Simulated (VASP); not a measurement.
CuO: single point with PBEsol

Crystal: CuO.

```xyz
4
Lattice="3.1326 0.0000 0.0000 0.0000 3.1326 0.0000 0.0000 0.0000 4.5867" Properties=species:S:1:pos:R:3 pbc="T T T"
Cu    0.0000    0.0000    0.0000
Cu    1.5663    1.5663    0.0000
O     1.5663    0.0000    1.2246
O     0.0000    1.5663    3.3620
```

```json
{"Program": "VASP 6.6.1", "Task": "single point", "Functional": "PBEsol", "Potentials or basis": "VASP PAW PBE potentials, release 64 (Cu, O)", "Cutoff": "520 eV", "k mesh": "8 × 8 × 6", "Occupations": "fermi-dirac, width 0.05 eV", "Spin": "no spin polarisation"}
```

| Item | Value |
| --- | --- |
| Pressure | 18.3 GPa |
| Largest force | 0.722 eV/Å |
| Band gap on the k mesh | zero (band 17 reaches 3.89 eV, above the bottom of band 18 at 3.01 eV) |

Forces on the atoms (eV/Å):
```
Cu   0.000  0.000  0.000
Cu   0.000  0.000  0.000
O    0.000  0.000 -0.722
O    0.000  0.000  0.722
```

Stress tensor (GPa, compression positive):
```
31.84  0.00  0.00
 0.00 31.84  0.00
 0.00  0.00 -8.84
```

Levels at points of the mesh, in eV from the Fermi level:
```tsv
k point	band 13	band 14	band 15	band 16	band 17	band 18	band 19	band 20	band 21	band 22
(0.00, 0.00, 0.00)	-1.14	-1.14	-0.51	-0.35	0.46	0.46	1.11	6.46	11.15	11.15
(0.50, 0.00, 0.00)	-2.44	-2.44	-0.27	-0.27	-0.01	-0.01	5.42	5.42	10.69	10.69
(0.50, 0.50, 0.00)	-1.75	-1.75	-1.64	-1.64	-0.42	-0.42	5.61	5.61	9.62	9.62
(0.00, 0.00, 0.50)	-1.02	-1.02	-0.82	-0.51	0.27	0.27	2.78	5.64	11.14	11.14
(0.50, 0.00, 0.50)	-2.48	-2.48	0.04	0.04	0.11	0.11	5.24	5.24	9.77	9.77
(0.50, 0.50, 0.50)	-1.89	-1.89	-1.75	-1.75	-0.29	-0.29	6.60	6.60	9.62	9.62
```

It took 86 s on 1 thread of Intel Xeon 8259CL, with other jobs on the host, peak memory 0.19 GiB.

Caveat: the PAW data sets were made with another functional, which shifts forces and pressure a little; semilocal functionals often make such compounds metallic where correlation or magnetic order opens a gap, which also shifts bond lengths. With open d or f shells a metallic result of PBEsol can be an artefact of self-interaction; +U or a hybrid may open a gap.
